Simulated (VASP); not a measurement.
# Rh (Cmcm) in VASP: further runs, part 2 of 2

VASP 6.6.1. The steps go on from the part before.

### 3 Single point, LDA

This run uses another cell than the first one, of the same volume but with other edges.

File INCAR:

```
SYSTEM = Rh
PREC = Accurate
ENCUT = 520
EDIFF = 1E-6
ISMEAR = 0
SIGMA = 0.15
LREAL = .FALSE.
LASPH = .TRUE.
NELM = 100
ALGO = Fast
ISIF = 2
LWAVE = .FALSE.
LCHARG = .TRUE.
GGA = CA
LELF = .TRUE.
LVHAR = .TRUE.
NBANDS = 38
```

File KPOINTS:

```
regular mesh
0
G
  18 18 6
  0 0 0
```

File POSCAR:

```
Rh
1.0
    2.9007955154      0.0000000000      0.0000000000
   -1.4503977577      2.0058869939      0.0000000000
    0.0000000000      0.0000000000      8.9849559882
Rh
4
Direct
    0.0000000000      0.0000000000      0.0000000000
    0.3333333333      0.6666666667      0.2500000000
    0.0000000000      0.0000000000      0.5000000000
    0.6666666667      0.3333333333      0.7500000000
```

Potentials or basis: VASP PAW LDA potentials, release 64 (Rh_pv).

Run with:

```
$ cat potpaw_LDA.64/Rh_pv/POTCAR > POTCAR
$ mpirun -np 1 vasp_std > vasp.out
```

OUTCAR:

```text
SYSTEM = Rh
   PREC = Accurate
   ENCUT = 520
   EDIFF = 1E-6
   ISMEAR = 0
   LREAL = .FALSE.
   LASPH = .TRUE.
   NELM = 100
   ISIF = 2
   GGA = CA

 ion  position               nearest neighbor table
   1  0.000  0.000  0.000-   2 2.61   4 2.61   4 2.76   2 2.76   4 2.76   2 2.76
   2  0.333  0.667  0.250-   1 2.61   3 2.61   1 2.76   3 2.76   1 2.76   3 2.76
   3  0.000  0.000  0.500-   2 2.61   4 2.61   4 2.76   2 2.76   4 2.76   2 2.76
   4  0.667  0.333  0.750-   1 2.61   3 2.61   1 2.76   3 2.76   1 2.76   3 2.76

  Warning from LATTYP: Monoclinic adjustment (A1->A3, A2->A1, A3->A2)!
  LATTYP: Found a base centered orthorhombic cell.
 ALAT       =     2.9007955154
 B/A-ratio  =     1.3829909645
 C/A-ratio  =     3.0974110173

  Lattice vectors:

 A1 = (   1.4503977577,  -2.0058869939,   0.0000000000)
 A2 = (   1.4503977577,   2.0058869939,   0.0000000000)
 A3 = (   0.0000000000,   0.0000000000,   8.9849559882)

Analysis of symmetry for initial positions (statically):
=====================================================================
 Subroutine PRICEL returns:
 Original cell was already a primitive cell.

 Routine SETGRP: Setting up the symmetry group for a
 base centered orthorhombic supercell.

 Subroutine GETGRP returns: Found  8 space group operations
 (whereof  4 operations were pure point group operations)
 out of a pool of  8 trial point group operations.

The static configuration has the point symmetry C_2h.
 The point group associated with its full space group is D_2h.

Analysis of symmetry for dynamics (positions and initial velocities):
=====================================================================
 Subroutine PRICEL returns:
 Original cell was already a primitive cell.

 Routine SETGRP: Setting up the symmetry group for a
 base centered orthorhombic supercell.

 Subroutine GETGRP returns: Found  8 space group operations
 (whereof  4 operations were pure point group operations)
 out of a pool of  8 trial point group operations.

The dynamic configuration has the point symmetry C_2h.
 The point group associated with its full space group is D_2h.

 Subroutine INISYM returns: Found  8 space group operations
 (whereof  4 operations are pure point group operations),
 and found     1 'primitive' translations

----------------------------------------------------------------------------------------

                                     Primitive cell

  volume of cell :      52.2805

  direct lattice vectors                    reciprocal lattice vectors
     2.900795515  0.000000000  0.000000000     0.344733021  0.249266285  0.000000000
    -1.450397758  2.005886994  0.000000000     0.000000000  0.498532571  0.000000000
     0.000000000  0.000000000  8.984955988     0.000000000  0.000000000  0.111297151

  length of vectors
     2.900795515  2.475325491  8.984955988     0.425411021  0.498532571  0.111297151

  position of ions in fractional coordinates (direct lattice)
     0.000000000  0.000000000  0.000000000
     0.333333333  0.666666667  0.250000000
     0.000000000  0.000000000  0.500000000
     0.666666667  0.333333333  0.750000000

  ion indices of the primitive-cell ions
   primitive index   ion index
                 1           1
                 2           2
                 3           3
                 4           4

----------------------------------------------------------------------------------------

 KPOINTS: regular mesh

Automatic generation of k-mesh.
 Grid dimensions read from file:
 generate k-points for:   18   18    6

 Generating k-lattice:

  Cartesian coordinates                     Fractional coordinates (reciprocal lattice)
     0.019151834  0.013848127  0.000000000     0.055555556  0.000000000  0.000000000
     0.000000000  0.027696254  0.000000000     0.000000000  0.055555556  0.000000000
     0.000000000  0.000000000  0.018549525     0.000000000  0.000000000  0.166666667

  Length of vectors
     0.023633946  0.027696254  0.018549525

  Shift w.r.t. Gamma in fractional coordinates (k-lattice)
     0.000000000  0.000000000  0.000000000

 Subroutine IBZKPT returns following result:
 ===========================================

 Found    364 irreducible k-points:

 Following reciprocal coordinates:
            Coordinates               Weight
  0.000000  0.000000  0.000000      1.000000
  0.055556  0.000000  0.000000      4.000000
  0.111111  0.000000  0.000000      4.000000
  0.166667  0.000000  0.000000      4.000000
  0.222222  0.000000  0.000000      4.000000
  0.277778 -0.000000  0.000000      4.000000
[... 16 lines left out ...]
 -0.333333  0.055556  0.000000      4.000000
 -0.277778  0.055556  0.000000      4.000000
 [... further k-points ...]
   k-points           NKPTS =    364   k-points in BZ     NKDIM =    364   number of bands    NBANDS=     38
   number of dos      NEDOS =    301   number of ions     NIONS =      4
   total plane-waves  NPLWV =  30240
   dimension x,y,z NGX =    24 NGY =   18 NGZ =   70
   dimension x,y,z NGXF=    48 NGYF=   36 NGZF=  140
   ions per type =               4
   NGX,Y,Z   is equivalent  to a cutoff of  13.75, 12.09, 12.95 a.u.
   NGXF,Y,Z  is equivalent  to a cutoff of  27.51, 24.18, 25.90 a.u.
 SYSTEM =  Rh
   PREC   = accura    normal or accurate (medium, high low for compatibility)
   ISTART =      0    job   : 0-new  1-cont  2-samecut
   ICHARG =      2    charge: 1-file 2-atom 10-const
   ISPIN  =      1    spin polarized calculation?
   LNONCOLLINEAR =      F non collinear calculations
   LSORBIT =      F    spin-orbit coupling
   LASPH  =      T    aspherical Exc in radial PAW
   ENCUT  =  520.0 eV  38.22 Ry    6.18 a.u.   5.39  4.60 16.71*2*pi/ulx,y,z
   NELM   =    100;   NELMIN=  2; NELMDL= -5     # of ELM steps
   EDIFF  = 0.1E-05   stopping-criterion for ELM
   LREAL  =      F    real-space projection
   EDIFFG = 0.1E-04   stopping-criterion for IOM
   NSW    =      0    number of steps for IOM
   IBRION =     -1    ionic relax: 0-MD 1-quasi-New 2-CG
   NFREE  =      0    steps in history (QN), initial steepest desc. (CG)
   ISIF   =      2    stress and relaxation
   ISYM   =      2    0-nonsym 1-usesym 2-fastsym
   POTIM  = 0.5000    time-step for ionic-motion
   TEBEG  =    0.0;   TEEND  =   0.0 temperature during run
   PSTRESS=    0.0 pullay stress
   NELECT =      60.0000    total number of electrons
   NUPDOWN=      -1.0000    fix difference up-down
   EMIN   =  10.00;   EMAX   =-10.00  energy-range for DOS
   EFERMI =   0.00;   METHOD = LEGACY
   ISMEAR =     0;   SIGMA  =   0.15  broadening in eV -4-tet -1-fermi 0-gaus
   EFERMI_NEDOS =   21; number of points for ismear=-14 and -15
   IALGO  =     68    algorithm
   IMIX   =      4    mixing-type and parameters
     AMIX     =   0.40;   BMIX     =  1.00
     AMIX_MAG =   1.60;   BMIX_MAG =  1.00
  volume/ion in A,a.u.               =      13.07        88.20
  Fermi-wavevector in a.u.,A,eV,Ry     =   1.714005  3.239000 39.971372  2.937813
  Thomas-Fermi vector in A             =   2.791643
   LORBIT       =      0    0 simple, 1 ext, 2 COOP (PROOUT), +10 PAW based schemes
   GGA     = CA    functional components
   LHFCALC =     F    Hartree Fock is set to
   AEXX    =    0.0000 exact exchange contribution
   IVDW    =     0    specifies the selected vdW correction
   LEPSILON=     F    determine dielectric tensor
   LRPA    =     F    only Hartree local field effects (RPA)
 non-spin polarized calculation
 RMM-DIIS sequential band-by-band and
 Gauss-broadening in eV      SIGMA  =   0.15
  energy-cutoff  :      520.00
  volume of cell :       52.28
 maximum number of plane-waves:      1439
 NGX is ok and might be reduce to    24

 number of electron      60.0000012 magnetization

 Free energy of the ion-electron system (eV)
  ---------------------------------------------------
  ext. energy  EPLUGINS =         0.00000000
  ---------------------------------------------------
  free energy    TOTEN  =       -33.12352307 eV

  energy without entropy =      -33.05421168  energy(sigma->0) =      -33.08886737

 E-fermi :  12.6171     XC(G=0): -14.6443

 val. band max:       12.6164286939   @ k =   0.0000   0.3889   0.1667
 cond. band min:      12.6178666999   @ k =   0.3333   0.1111   0.0000
 fundamental gap:      0.0014380060
 Fermi energy:        12.6171111141

 k-point     1 :       0.0000    0.0000    0.0000
  band No.  band energies     occupation
      1     -34.3456      2.00000
      2     -33.9840      2.00000
      3     -33.9497      2.00000
      4     -33.5665      2.00000
      5     -33.5304      2.00000
      6     -33.5047      2.00000
[... 973 lines left out ...]
     37      20.6752      0.00000
     38      25.8488      0.00000

 [... further k-points ...]
[... 5 lines left out ...]
  --------------------------------------------------------------------------------------
  -------------------------------------------------------------------------------------
  Total        1.0882310     19.6021079     -3.5024353      0.0000000      0.0000000      0.0000000
  in kB       33.3497156    600.7223999   -107.3349544      0.0000000      0.0000000      0.0000000
  external PRESSURE =     175.5790537 kB  Pullay stress =       0.0000000 kB

 VOLUME and BASIS-vectors are now :
 -----------------------------------------------------------------------------
  energy-cutoff  :      520.00
  volume of cell :       52.28
      direct lattice vectors                 reciprocal lattice vectors
     2.900795515  0.000000000  0.000000000     0.344733021  0.249266285  0.000000000
    -1.450397758  2.005886994  0.000000000     0.000000000  0.498532571  0.000000000
     0.000000000  0.000000000  8.984955988     0.000000000  0.000000000  0.111297151

 POSITION                                       TOTAL-FORCE (eV/Angst)
 -----------------------------------------------------------------------------------
      0.00000      0.00000      0.00000         0.000000      0.000000      0.000000
     -0.00000      1.33726      2.24624         0.000000      0.521796      0.000000
      0.00000      0.00000      4.49248         0.000000      0.000000      0.000000
      1.45040      0.66863      6.73872        -0.000000     -0.521796      0.000000
 -----------------------------------------------------------------------------------
    total drift:                               -0.000000      0.000000      0.000000

  FREE ENERGIE OF THE ION-ELECTRON SYSTEM (eV)
  ---------------------------------------------------
  free  energy   TOTEN  =       -33.1235230661 eV

  energy  without entropy=      -33.0542116760  energy(sigma->0) =      -33.08886737
```

OSZICAR:

```text
N       E                     dE             d eps       ncg     rms          rms(c)
DAV:   1     0.780709772574E+03    0.78071E+03   -0.36501E+04 28072   0.185E+03
DAV:   2    -0.871516442058E+01   -0.78942E+03   -0.76721E+03 28868   0.581E+02
DAV:   3    -0.347663091410E+02   -0.26051E+02   -0.25309E+02 30448   0.115E+02
DAV:   4    -0.350214522846E+02   -0.25514E+00   -0.25494E+00 30406   0.116E+01
DAV:   5    -0.350257833308E+02   -0.43310E-02   -0.43310E-02 30680   0.152E+00    0.257E+01
RMM:   6    -0.332222239774E+02    0.18036E+01   -0.48887E+00 27776   0.147E+01    0.102E+01
RMM:   7    -0.331420207350E+02    0.80203E-01   -0.46292E-01 28287   0.350E+00    0.341E+00
RMM:   8    -0.332957376765E+02   -0.15372E+00   -0.19607E-01 29157   0.281E+00    0.424E+00
RMM:   9    -0.331267225692E+02    0.16902E+00   -0.81194E-02 28626   0.179E+00    0.669E-01
RMM:  10    -0.331234493369E+02    0.32732E-02   -0.99341E-03 29369   0.701E-01    0.120E-01
RMM:  11    -0.331235097412E+02   -0.60404E-04   -0.75819E-04 30108   0.202E-01    0.388E-02
RMM:  12    -0.331235207453E+02   -0.11004E-04   -0.12374E-04 31917   0.827E-02    0.110E-02
RMM:  13    -0.331235228422E+02   -0.20969E-05   -0.27540E-05 34840   0.363E-02    0.784E-03
RMM:  14    -0.331235230661E+02   -0.22387E-06   -0.68586E-06 27633   0.195E-02
   1 F= -.33123523E+02 E0= -.33088867E+02  d E =-.693114E-01
```

stdout:

```text
POSCAR found type information on POSCAR Rh
 POSCAR found :  1 types and       4 ions
 scaLAPACK will be used
 LDA part: xc-table for (Slater(with rela. corr.)+CA(PZ))
 , standard interpolation
 POSCAR, INCAR and KPOINTS ok, starting setup
 FFT: planning ... GRIDC
 FFT: planning ... GRID_SOFT
 FFT: planning ... GRID
 WAVECAR not read
 entering main loop
```

It took 19 min on 1 thread of Oxide Virtual Turin-like, shared host; peak memory 0.5 GiB.

Results:

| Quantity | Value |
| --- | --- |
| Free energy | -33.1235 eV |
| Pressure | 17.6 GPa |
| Largest force | 0.522 eV/Å |
| Band gap on the k mesh | zero (band 30 reaches 14.61 eV, above the bottom of band 31 at 11.26 eV) |

Forces in eV/Å, atoms in the order of the input:
```
Rh   0.000  0.000  0.000
Rh   0.000  0.522  0.000
Rh   0.000  0.000  0.000
Rh   0.000 -0.522  0.000
```

Stress tensor (GPa, compression positive):
```
  3.33   0.00   0.00
  0.00  60.07   0.00
  0.00   0.00 -10.73
```

Levels at points of the mesh, in eV from the Fermi level:
| k point | band 28 | band 29 | band 30 | band 31 | band 32 | band 33 |
| --- | --- | --- | --- | --- | --- | --- |
| (0.00, 0.00, 0.00) | -0.76 | -0.74 | -0.49 | -0.44 | -0.31 | 0.10 |
| (0.50, 0.00, 0.00) | 0.14 | 0.20 | 0.89 | 0.92 | 1.10 | 1.46 |
| (0.00, 0.50, 0.00) | 0.88 | 1.90 | 1.99 | 2.01 | 2.10 | 3.29 |
| (0.00, 0.00, 0.50) | -1.19 | -0.95 | -0.95 | -0.19 | -0.19 | -0.02 |
| (0.50, 0.00, 0.50) | 0.16 | 0.20 | 0.20 | 0.49 | 0.49 | 3.02 |
| (0.00, 0.50, 0.50) | -0.57 | 1.93 | 1.93 | 2.07 | 2.07 | 4.60 |

Caveat: the cell differs from its parent crystal (strain +e along x and -e along y +0.1100, strain +e along z and -e/2 along x and y +0.0367).

### 4 Single point, LDA

File INCAR:

```
ALGO = Fast
EDIFF = 1E-7
ENCUT = 520
GGA = CA
ISIF = 2
ISMEAR = 0
LASPH = True
LCHARG = False
LREAL = False
LWAVE = False
NBANDS = 38
NELM = 80
PREC = Accurate
SIGMA = 0.15
```

File KPOINTS:

```
k-points
0
Gamma
  18 18 6
```

File POSCAR:

```
Rh
1.0
    2.3650923359      0.0000000000      0.0000000000
   -1.1825461679      2.3855937041      0.0000000000
    0.0000000000      0.0000000000      9.3021638489
Rh
4
Direct
    0.0000000000      0.0000000000      0.0000000000
    0.3333333333      0.6666666667      0.2500000000
    0.0000000000      0.0000000000      0.5000000000
    0.6666666667      0.3333333333      0.7500000000
```

Run with:

```
$ cat potpaw_LDA.64/Rh_pv/POTCAR > POTCAR
$ mpirun -np 1 vasp_std > vasp.out
```

Wall time 22 min (1 thread of AMD EPYC 9755, shared host); peak memory 0.5 GiB.

The run converged. Its results:

```yaml
Free_energy: -33.1377 eV
Pressure: 17.0 GPa
Largest_force: 0.229 eV/Å
Band_gap_on_the_k_mesh: zero (band 30 reaches 13.77 eV, above the bottom of band 31 at 11.34 eV)
```

Forces on the atoms (eV/Å):
```
Rh   0.000  0.000  0.000
Rh   0.000 -0.229  0.000
Rh   0.000  0.000  0.000
Rh   0.000  0.229  0.000
```

Stress tensor (GPa, compression positive):
```
 74.33   0.00   0.00
  0.00  -5.27   0.00
  0.00   0.00 -18.14
```

Levels at points of the mesh, in eV from the Fermi level:
| k point | band 27 | band 28 | band 29 | band 30 | band 31 | band 32 | band 33 | band 34 |
| --- | --- | --- | --- | --- | --- | --- | --- | --- |
| (0.00, 0.00, 0.00) | -1.44 | -1.39 | -0.80 | -0.55 | -0.42 | -0.37 | 0.06 | 0.14 |
| (0.50, 0.00, 0.00) | 0.24 | 0.45 | 1.12 | 1.15 | 1.50 | 1.73 | 2.29 | 3.19 |
| (0.00, 0.50, 0.00) | 0.55 | 0.82 | 0.92 | 1.08 | 1.14 | 1.18 | 1.23 | 1.41 |
| (0.00, 0.00, 0.50) | -1.54 | -1.54 | -1.16 | -1.16 | -0.23 | -0.23 | -0.12 | -0.12 |
| (0.50, 0.00, 0.50) | -0.36 | -0.36 | 1.16 | 1.16 | 1.28 | 1.28 | 3.82 | 3.82 |
| (0.00, 0.50, 0.50) | 0.51 | 0.51 | 1.09 | 1.09 | 1.21 | 1.21 | 2.46 | 2.46 |

Caveat: the cell differs from its parent crystal (strain +e along x and -e along y -0.0733, strain +e along z and -e/2 along x and y +0.0733).

### 5 Summary

```tsv
cell	further INCAR settings	gap on the mesh (eV)	pressure (GPa)	largest force (eV/Å)
a = 2.414, b = 2.863, c = 8.349 Å, angles 90.0, 90.0, 114.9°, 4 atoms	ALGO = Fast; EDIFF = 1e-06; NBANDS = 38	none	18.6	0.65
a = 2.901, b = 2.475, c = 8.985 Å, angles 90.0, 90.0, 125.9°, 4 atoms	ALGO = Fast; EDIFF = 1e-06; NBANDS = 38	none	17.6	0.52
a = 2.365, b = 2.663, c = 9.302 Å, angles 90.0, 90.0, 116.4°, 4 atoms	ALGO = Fast; EDIFF = 1e-07; NBANDS = 38	none	17.0	0.23
```

Alike in all rows: task single point; level LDA; potentials or basis VASP PAW LDA potentials, release 64 (Rh_pv); no spin polarisation; k mesh 18 × 18 × 6; cutoff (eV) 520; smearing gaussian 0.15 eV.

Absolute energies hang on the potentials; compare differences alone.
